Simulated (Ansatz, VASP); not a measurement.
**Two plane-wave programs on MgO**

```
CELL_PARAMETERS angstrom
0.00000 2.08035 2.08035
2.08035 0.00000 2.08035
2.08035 2.08035 0.00000
ATOMIC_POSITIONS crystal
Mg 0.00000 0.00000 0.00000
O 0.50000 0.50000 0.50000
```

Alike in both runs: functional LDA; k mesh 8 × 8 × 8; occupations gaussian, width 0.02 eV; no spin polarisation.

Ansatz relaxed the structure, and its values are those at the end. VASP's run is a single point on that final structure, the one shown.

```csv
,VASP,Ansatz
version,VASP 6.6.1,Ansatz 0.2.0
potentials or method,"VASP PAW LDA potentials, release 64 (Mg_sv, O), cutoff 750 eV","scalar-relativistic, plane waves, PAW"
valence electrons in the cell,16,16
```

```tsv
	VASP	Ansatz	Ansatz less VASP
gap on the k mesh at the Fermi level (eV)	5.04	5.03	-0.008
least direct gap on the mesh (eV)	5.04	5.03	-0.008
pressure (GPa)	-0.1	0.0	+0.12
```

Ansatz warns that its potentials were made for another functional, while VASP's fit it. LDA's correlation is that of Perdew and Zunger in VASP and of Perdew and Wang (1992) in Ansatz.
